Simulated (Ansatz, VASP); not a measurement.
**InSe: VASP beside Ansatz**

```
In Se
1.0
     5.91672   -2.04430    0.06494
     5.91672    2.04430    0.06494
    -1.56522    0.00000    3.92758
In Se
2 2
Direct
  0.88208 0.88208 0.98935
  0.11792 0.11792 0.01065
  0.64765 0.64765 0.62276
  0.35235 0.35235 0.37724
```

Alike in both runs: functional PBEsol; dispersion D3(BJ); k mesh 10 × 10 × 10; occupations gaussian, width 0.02 eV; no spin polarisation.

Ansatz relaxed the structure, and its values are those at the end. VASP's run is a single point on that final structure, the one shown.

|  | VASP | Ansatz |
| --- | --- | --- |
| version | VASP 6.6.1 | Ansatz 0.2.0 |
| potentials or method | VASP PAW PBE potentials, release 64 (In_d, Se), cutoff 520 eV | scalar-relativistic, plane waves, PAW |
| valence electrons in the cell | 38 | 58 |

```tsv
	VASP	Ansatz	Ansatz less VASP
gap on the k mesh at the Fermi level (eV)	0.12	0.12	+0.006
least direct gap on the mesh (eV)	0.84	0.85	+0.006
pressure (GPa)	0.1	0.0	-0.08
rms of the force components (eV/Å)	0.009	0.002	-0.0073
```

VASP's potentials were made for PBE, not for PBEsol. VASP's potentials hold 38 valence electrons a cell and Ansatz's 58, so a difference there can come from the potentials and not from the codes.
